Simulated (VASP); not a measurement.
# LuH2 (Fm-3m) in VASP: a series of runs

Runs on LuH2. Level: r2SCAN. Tasks: relaxation of the atoms.

All numbers are computed with VASP 6.6.1; they aren't measurements. Logs are shortened: lines on timing, memory, paths and dates and some standing lists are left out, and cuts for length are marked.

**1. The cell of the first run**

The structure is cubic, space group Fm-3m (No. 225). The conventional cell has a = 5.092 Å, b = 5.092 Å, c = 5.092 Å, α = 90.00°, β = 90.00°, γ = 90.00°. Within 2.9 Å of Lu (site symmetry m-3m) lie 8 H at 2.20 Å. H (site symmetry -43m) has 4 Lu at 2.20 Å and 6 H at 2.55 Å within 2.9 Å.

**2. Relaxation of the atoms, r2SCAN**

Contents of POSCAR:

```
LuH2
1.0
    0.0000000000      2.5458368400      2.5458368400
    2.5458368400      0.0000000000      2.5458368400
    2.5458368400      2.5458368400      0.0000000000
Lu H
1 2
Direct
    0.0000000000      0.0000000000      0.0000000000
    0.2500000000      0.2500000000      0.2500000000
    0.7500000000      0.7500000000      0.7500000000
```

Contents of INCAR.step1:

```
SYSTEM = LuH2
ALGO = Normal ; EDIFF = 1E-4
ENCUT = 520 ; GGA = PE
ISMEAR = -1 ; LASPH = .True.
LCHARG = .False. ; LREAL = .False.
LWAVE = .True. ; NELM = 80
PREC = Accurate ; SIGMA = 0.1
```

Contents of INCAR.step2:

```
SYSTEM = LuH2
ALGO = Normal ; EDIFF = 1E-6
EDIFFG = -0.01 ; ENCUT = 520
IBRION = 2 ; ISIF = 2
ISMEAR = -1 ; ISTART = 1
LASPH = .True. ; LCHARG = .False.
LMIXTAU = .True. ; LREAL = .False.
LWAVE = .False. ; METAGGA = R2SCAN
NELM = 80 ; NSW = 50
PREC = Accurate ; SIGMA = 0.1
```

Contents of KPOINTS:

```
k-points
0
Gamma
  12 12 12
  0 0 0
```

Potentials or basis: VASP PAW PBE potentials, release 64 (Lu, H).

Started as:

```bash
> cat potpaw_PBE.64/Lu/POTCAR potpaw_PBE.64/H/POTCAR > POTCAR
> cp INCAR.step1 INCAR
> mpirun -np 1 vasp_std > vasp.out
> cp INCAR.step2 INCAR
> mpirun -np 1 vasp_std > vasp.out
```

OUTCAR:

```text
SYSTEM = LuH2
   EDIFF = 1E-6
   EDIFFG = -0.01
   ENCUT = 520
   IBRION = 2
   ISIF = 2
   ISMEAR = -1
   ISTART = 1
   LASPH = .True.
   LREAL = .False.
   METAGGA = R2SCAN
   NELM = 80
   NSW = 50
   PREC = Accurate

 ion  position               nearest neighbor table
   1  0.000  0.000  0.000-   3 2.20   3 2.20   3 2.20   2 2.20   3 2.20   2 2.20   2 2.20   2 2.20

   2  0.250  0.250  0.250-   1 2.20   1 2.20   1 2.20   1 2.20
   3  0.750  0.750  0.750-   1 2.20   1 2.20   1 2.20   1 2.20

  LATTYP: Found a face centered cubic cell.
 ALAT       =     5.0916736800

  Lattice vectors:

 A1 = (   0.0000000000,   2.5458368400,   2.5458368400)
 A2 = (   2.5458368400,   0.0000000000,   2.5458368400)
 A3 = (   2.5458368400,   2.5458368400,   0.0000000000)

Analysis of symmetry for initial positions (statically):
=====================================================================
 Subroutine PRICEL returns:
 Original cell was already a primitive cell.

 Routine SETGRP: Setting up the symmetry group for a
 face centered cubic supercell.

 Subroutine GETGRP returns: Found 48 space group operations
 (whereof 48 operations were pure point group operations)
 out of a pool of 48 trial point group operations.

The static configuration has the point symmetry O_h .

Analysis of symmetry for dynamics (positions and initial velocities):
=====================================================================
 Subroutine PRICEL returns:
 Original cell was already a primitive cell.

 Routine SETGRP: Setting up the symmetry group for a
 face centered cubic supercell.

 Subroutine GETGRP returns: Found 48 space group operations
 (whereof 48 operations were pure point group operations)
 out of a pool of 48 trial point group operations.

The dynamic configuration has the point symmetry O_h .

 Subroutine INISYM returns: Found 48 space group operations
 (whereof 48 operations are pure point group operations),
 and found     1 'primitive' translations

----------------------------------------------------------------------------------------

                                     Primitive cell

  volume of cell :      33.0006

  direct lattice vectors                    reciprocal lattice vectors
     0.000000000  2.545836840  2.545836840    -0.196399075  0.196399075  0.196399075
     2.545836840  0.000000000  2.545836840     0.196399075 -0.196399075  0.196399075
     2.545836840  2.545836840  0.000000000     0.196399075  0.196399075 -0.196399075

  length of vectors
     3.600356987  3.600356987  3.600356987     0.340173176  0.340173176  0.340173176

  position of ions in fractional coordinates (direct lattice)
     0.000000000  0.000000000  0.000000000
     0.250000000  0.250000000  0.250000000
     0.750000000  0.750000000  0.750000000

  ion indices of the primitive-cell ions
   primitive index   ion index
                 1           1
                 2           2
                 3           3

----------------------------------------------------------------------------------------

 KPOINTS: k-points

Automatic generation of k-mesh.
 Grid dimensions read from file:
 generate k-points for:   12   12   12

 Generating k-lattice:

  Cartesian coordinates                     Fractional coordinates (reciprocal lattice)
    -0.016366590  0.016366590  0.016366590     0.083333333  0.000000000  0.000000000
     0.016366590 -0.016366590  0.016366590     0.000000000  0.083333333  0.000000000
     0.016366590  0.016366590 -0.016366590     0.000000000  0.000000000  0.083333333

  Length of vectors
     0.028347765  0.028347765  0.028347765

  Shift w.r.t. Gamma in fractional coordinates (k-lattice)
     0.000000000  0.000000000  0.000000000

 Subroutine IBZKPT returns following result:
 ===========================================

 Found     72 irreducible k-points:

 Following reciprocal coordinates:
            Coordinates               Weight
  0.000000  0.000000  0.000000      1.000000
  0.083333  0.000000  0.000000      8.000000
  0.166667  0.000000  0.000000      8.000000
  0.250000  0.000000  0.000000      8.000000
  0.333333  0.000000  0.000000      8.000000
  0.416667  0.000000  0.000000      8.000000
[... 16 lines left out ...]
  0.500000  0.166667  0.000000     24.000000
 -0.416667  0.166667  0.000000     24.000000
 [... further k-points ...]
   k-points           NKPTS =     72   k-points in BZ     NKDIM =     72   number of bands    NBANDS=     17
   number of dos      NEDOS =    301   number of ions     NIONS =      3
   total plane-waves  NPLWV =  21952
   dimension x,y,z NGX =    28 NGY =   28 NGZ =   28
   dimension x,y,z NGXF=    56 NGYF=   56 NGZF=   56
   ions per type =               1   2
   NGX,Y,Z   is equivalent  to a cutoff of  12.93, 12.93, 12.93 a.u.
   NGXF,Y,Z  is equivalent  to a cutoff of  25.86, 25.86, 25.86 a.u.
 SYSTEM =  LuH2
   PREC   = accura    normal or accurate (medium, high low for compatibility)
   ISTART =      1    job   : 0-new  1-cont  2-samecut
   ICHARG =      0    charge: 1-file 2-atom 10-const
   ISPIN  =      1    spin polarized calculation?
   LNONCOLLINEAR =      F non collinear calculations
   LSORBIT =      F    spin-orbit coupling
   LASPH  =      T    aspherical Exc in radial PAW
   ENCUT  =  520.0 eV  38.22 Ry    6.18 a.u.   6.69  6.69  6.69*2*pi/ulx,y,z
   NELM   =     80;   NELMIN=  2; NELMDL=  0     # of ELM steps
   EDIFF  = 0.1E-05   stopping-criterion for ELM
   LREAL  =      F    real-space projection
   EDIFFG = -.1E-01   stopping-criterion for IOM
   NSW    =     50    number of steps for IOM
   IBRION =      2    ionic relax: 0-MD 1-quasi-New 2-CG
   NFREE  =      1    steps in history (QN), initial steepest desc. (CG)
   ISIF   =      2    stress and relaxation
   ISYM   =      2    0-nonsym 1-usesym 2-fastsym
   POTIM  = 0.5000    time-step for ionic-motion
   TEBEG  =    0.0;   TEEND  =   0.0 temperature during run
   PSTRESS=    0.0 pullay stress
   NELECT =      27.0000    total number of electrons
   NUPDOWN=      -1.0000    fix difference up-down
   EMIN   =  10.00;   EMAX   =-10.00  energy-range for DOS
   EFERMI =   0.00;   METHOD = LEGACY
   ISMEAR =    -1;   SIGMA  =   0.10  broadening in eV -4-tet -1-fermi 0-gaus
   EFERMI_NEDOS =   21; number of points for ismear=-14 and -15
   IALGO  =     38    algorithm
   IMIX   =      4    mixing-type and parameters
     AMIX     =   0.40;   BMIX     =  1.00
     AMIX_MAG =   1.60;   BMIX_MAG =  1.00
  volume/ion in A,a.u.               =      11.00        74.23
  Fermi-wavevector in a.u.,A,eV,Ry     =   1.531166  2.893484 31.898428  2.344468
  Thomas-Fermi vector in A             =   2.638548
   LORBIT       =      0    0 simple, 1 ext, 2 COOP (PROOUT), +10 PAW based schemes
   METAGGA = R2SCAN    functional components
   LHFCALC =     F    Hartree Fock is set to
   AEXX    =    0.0000 exact exchange contribution
   IVDW    =     0    specifies the selected vdW correction
   LEPSILON=     F    determine dielectric tensor
   LRPA    =     F    only Hartree local field effects (RPA)
 conjugate gradient relaxation of ions
 non-spin polarized calculation
  energy-cutoff  :      520.00
  volume of cell :       33.00
 maximum number of plane-waves:       911
   NGX = 13   NGY = 13   NGZ = 13

 number of electron      27.0000008 magnetization

 Free energy of the ion-electron system (eV)
  ---------------------------------------------------
  ext. energy  EPLUGINS =         0.00000000
  ---------------------------------------------------
  free energy    TOTEN  =       -47.24419069 eV

  energy without entropy =      -47.22783609  energy(sigma->0) =      -47.23601339

 E-fermi :   2.6561     XC(G=0): -11.6717

 val. band max:        2.5691911971   @ k =   0.5000   0.2500   0.0833
 cond. band min:       2.8410484409   @ k =  -0.2500   0.2500   0.0833
 fundamental gap:      0.2718572438
 Fermi energy:         2.6561199769

 k-point     1 :       0.0000    0.0000    0.0000
  band No.  band energies     occupation
      1     -55.5145      2.00000
      2     -25.3788      2.00000
      3     -25.3788      2.00000
      4     -25.3788      2.00000
      5      -7.0517      2.00000
      6      -3.0488      2.00000
[... 9 lines left out ...]
     16       4.1653      0.00000
     17       6.9866      0.00000

 k-point     2 :       0.0833    0.0000    0.0000
  band No.  band energies     occupation
      1     -55.5132      2.00000
      2     -25.4057      2.00000
      3     -25.3821      2.00000
      4     -25.3821      2.00000
      5      -6.8938      2.00000
      6      -3.0490      2.00000
[... 9 lines left out ...]
     16       4.9510      0.00000
     17       6.8764      0.00000

 k-point     3 :       0.1667    0.0000    0.0000
  band No.  band energies     occupation
      1     -55.5097      2.00000
      2     -25.4784      2.00000
      3     -25.3910      2.00000
      4     -25.3910      2.00000
      5      -6.4461      2.00000
      6      -3.0491      2.00000
[... 9 lines left out ...]
     16       6.3848      0.00000
     17       6.6973      0.00000

 k-point     4 :       0.2500    0.0000    0.0000
  band No.  band energies     occupation
      1     -55.5050      2.00000
      2     -25.5755      2.00000
      3     -25.4031      2.00000
      4     -25.4031      2.00000
      5      -5.7901      2.00000
      6      -3.0489      2.00000
[... 9 lines left out ...]
     16       6.7950      0.00000
     17       6.7951      0.00000
[... 343 lines left out ...]
      1     -55.4964      2.00000
      2     -25.6855      2.00000
      3     -25.4656      2.00000
      4     -25.4467      2.00000
      5      -4.3749      2.00000
      6      -3.0452      2.00000
[... 9 lines left out ...]
     16       6.8722      0.00000
     17       8.3440      0.00000

 k-point    23 :       0.5000    0.1667    0.0000
  band No.  band energies     occupation
      1     -55.4940      2.00000
      2     -25.7244      2.00000
      3     -25.4863      2.00000
      4     -25.4471      2.00000
      5      -3.9482      2.00000
      6      -3.0459      2.00000
[... 9 lines left out ...]
     16       7.6203      0.00000
     17       8.4552      0.00000

 k-point    24 :      -0.4167    0.1667    0.0000
  band No.  band energies     occupation
      1     -55.4936      2.00000
      2     -25.7268      2.00000
      3     -25.4988      2.00000
      4     -25.4401      2.00000
      5      -3.8992      2.00000
      6      -3.0457      2.00000
[... 9 lines left out ...]
     16       7.8494      0.00000
     17       7.9939      0.00000

 [... further k-points ...]

------------------------ aborting loop because EDIFF is reached ----------------------------------------

  FORCE on cell =-STRESS in cart. coord.  units (eV):
  Direction    XX          YY          ZZ          XY          YZ          ZX
  --------------------------------------------------------------------------------------
  -------------------------------------------------------------------------------------
  Total       -0.9933555     -0.9933555     -0.9933555     -0.0000000      0.0000000     -0.0000000
  in kB      -48.2273721    -48.2273721    -48.2273721     -0.0000000      0.0000000     -0.0000000
  external PRESSURE =     -48.2273721 kB  Pullay stress =       0.0000000 kB

 VOLUME and BASIS-vectors are now :
 -----------------------------------------------------------------------------
  energy-cutoff  :      520.00
  volume of cell :       33.00
      direct lattice vectors                 reciprocal lattice vectors
     0.000000000  2.545836840  2.545836840    -0.196399075  0.196399075  0.196399075
     2.545836840  0.000000000  2.545836840     0.196399075 -0.196399075  0.196399075
     2.545836840  2.545836840  0.000000000     0.196399075  0.196399075 -0.196399075

 POSITION                                       TOTAL-FORCE (eV/Angst)
 -----------------------------------------------------------------------------------
      0.00000      0.00000      0.00000         0.000000      0.000000      0.000000
      1.27292      1.27292      1.27292        -0.000000     -0.000000     -0.000000
      3.81876      3.81876      3.81876         0.000000      0.000000      0.000000
 -----------------------------------------------------------------------------------
    total drift:                               -0.000000     -0.000000     -0.000000

  FREE ENERGIE OF THE ION-ELECTRON SYSTEM (eV)
  ---------------------------------------------------
  free  energy   TOTEN  =       -47.2441906862 eV

  energy  without entropy=      -47.2278360861  energy(sigma->0) =      -47.23601339

 reached required accuracy - stopping structural energy minimisation
```

It took 5.6 min on 1 thread of Intel Xeon 8259CL, shared host; peak memory 0.21 GiB.

Results:

- Free energy: -47.2442 eV
- Pressure after relaxing: -4.8 GPa
- Band gap on the k mesh: zero (an odd number of electrons rules out a gap without spin polarisation)

Final structure:
```
CELL_PARAMETERS angstrom
0.00000 2.54584 2.54584
2.54584 0.00000 2.54584
2.54584 2.54584 0.00000
ATOMIC_POSITIONS crystal
Lu 0.00000 0.00000 0.00000
H 0.25000 0.25000 0.25000
H 0.75000 0.75000 0.75000
```

Levels at points of the mesh, in eV from the Fermi level:
```tsv
k point	band 9	band 10	band 11	band 12	band 13	band 14	band 15	band 16	band 17
(0.00, 0.00, 0.00)	-5.40	-5.34	-5.34	-5.34	-1.08	1.51	1.51	1.51	4.33
(0.50, 0.00, 0.00)	-5.38	-5.35	-5.35	-5.34	-4.47	1.59	1.59	4.75	5.75
(0.50, 0.50, 0.00)	-5.39	-5.37	-5.36	-5.36	-4.55	-2.32	5.94	6.00	6.00
```

Caveat: the relaxation stopped at its first step, so nothing moved; the PAW data sets were made with another functional, which shifts forces and pressure a little; spin-orbit coupling is left out, which moves the levels of the heavy elements.

**3. Relaxation of the atoms, r2SCAN**

This run uses another cell than the first one, of 9.75 Å³/atom.

Contents of POSCAR:

```
LuH2
1.0
    0.0000000000      2.4458954900      2.4458954900
    2.4458954900      0.0000000000      2.4458954900
    2.4458954900      2.4458954900      0.0000000000
Lu H
1 2
Direct
    0.0000000000      0.0000000000      0.0000000000
    0.2500000000      0.2500000000      0.2500000000
    0.7500000000      0.7500000000      0.7500000000
```

Contents of INCAR.step1:

```
PREC = Accurate
ENCUT = 520
ISMEAR = -1
SIGMA = 0.1
LREAL = False
LASPH = True
NELM = 80
GGA = PE
ALGO = Normal
EDIFF = 1E-4
LWAVE = True
LCHARG = False
```

Contents of INCAR.step2:

```
PREC = Accurate
ENCUT = 520
EDIFF = 1E-7
ISMEAR = -1
SIGMA = 0.1
LREAL = False
LASPH = True
NELM = 80
ALGO = Normal
ISIF = 2
LWAVE = False
LCHARG = False
METAGGA = R2SCAN
LMIXTAU = True
IBRION = 2
NSW = 50
EDIFFG = -0.01
ISTART = 1
```

Contents of KPOINTS:

```
regular mesh
0
Gamma
  12 12 12
```

Potentials or basis: VASP PAW PBE potentials, release 64 (Lu, H).

Started as:

```bash
> cat potpaw_PBE.64/Lu/POTCAR potpaw_PBE.64/H/POTCAR > POTCAR
> cp INCAR.step1 INCAR
> mpirun -np 1 vasp_std > vasp.out
> cp INCAR.step2 INCAR
> mpirun -np 1 vasp_std > vasp.out
```

Wall time 3.2 min (1 thread of Intel Xeon Platinum 8259CL at 2.50GHz (Skylake/Cascade Lake), shared host); peak memory 0.21 GiB.

Results (log left out):

| Quantity | Value |
| --- | --- |
| Free energy | -47.2136 eV |
| Pressure after relaxing | 7.4 GPa |
| Band gap on the k mesh | zero (an odd number of electrons rules out a gap without spin polarisation) |

Final structure:
```cif
data_structure
_symmetry_space_group_name_H-M 'P 1'
_symmetry_Int_Tables_number 1
_cell_length_a 3.4590
_cell_length_b 3.4590
_cell_length_c 3.4590
_cell_angle_alpha 60.000
_cell_angle_beta 60.000
_cell_angle_gamma 60.000
_cell_volume 29.26
loop_
_atom_site_label
_atom_site_type_symbol
_atom_site_fract_x
_atom_site_fract_y
_atom_site_fract_z
_atom_site_occupancy
Lu1 Lu 0.00000 0.00000 0.00000 1
H1 H 0.25000 0.25000 0.25000 1
H2 H 0.75000 0.75000 0.75000 1
```

Levels at points of the mesh, in eV from the Fermi level:
| k point | band 9 | band 10 | band 11 | band 12 | band 13 | band 14 | band 15 | band 16 | band 17 |
| --- | --- | --- | --- | --- | --- | --- | --- | --- | --- |
| (0.00, 0.00, 0.00) | -5.00 | -4.91 | -4.91 | -4.91 | -0.74 | 1.67 | 1.67 | 1.67 | 4.89 |
| (0.50, 0.00, 0.00) | -4.98 | -4.94 | -4.94 | -4.91 | -4.13 | 1.74 | 1.74 | 5.17 | 6.54 |
| (0.50, 0.50, 0.00) | -4.99 | -4.96 | -4.95 | -4.95 | -4.16 | -2.54 | 6.77 | 6.85 | 6.85 |

Caveat: the relaxation stopped at its first step, so nothing moved; the PAW data sets were made with another functional, which shifts forces and pressure a little; spin-orbit coupling is left out, which moves the levels of the heavy elements.

(Continued in part 2 of 2.)

The gap in the log of VASP goes by the Fermi energy; the results here count the filled bands.